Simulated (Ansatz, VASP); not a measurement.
Y3Zr2F in VASP and in Ansatz

```
Y Zr F
1.0
    -2.90454    2.90454    5.55385
     2.90454   -2.90454    5.55385
     2.90454    2.90454   -5.55385
Y Zr F
3 2 1
Direct
  0.68720 0.68720 0.00000
  0.31280 0.31280 0.00000
  0.00000 0.00000 0.00000
  0.75000 0.25000 0.50000
  0.25000 0.75000 0.50000
  0.50000 0.50000 0.00000
```

Alike in both runs: functional PBE; k mesh 10 × 10 × 10; occupations gaussian, width 0.1 eV; no spin polarisation.

Ansatz relaxed the structure, and its values are those at the end. VASP's run is a single point on that final structure, the one shown.

```csv
,VASP,Ansatz
version,VASP 6.6.1,Ansatz 0.2.0
potentials or method,"VASP PAW PBE potentials, release 64 (Y_sv, Zr_sv, F), cutoff 520 eV","scalar-relativistic, plane waves, PAW"
valence electrons in the cell,64,64
```

|  | VASP | Ansatz | Ansatz less VASP |
| --- | --- | --- | --- |
| gap on the k mesh at the Fermi level (eV) | none | none | - |
| pressure (GPa) | 0.0 | 0.0 | +0.05 |
| rms of the force components (eV/Å) | 0.007 | 0.001 | -0.0062 |

A gap of «none» marks a metal or a gap that the smearing closes.
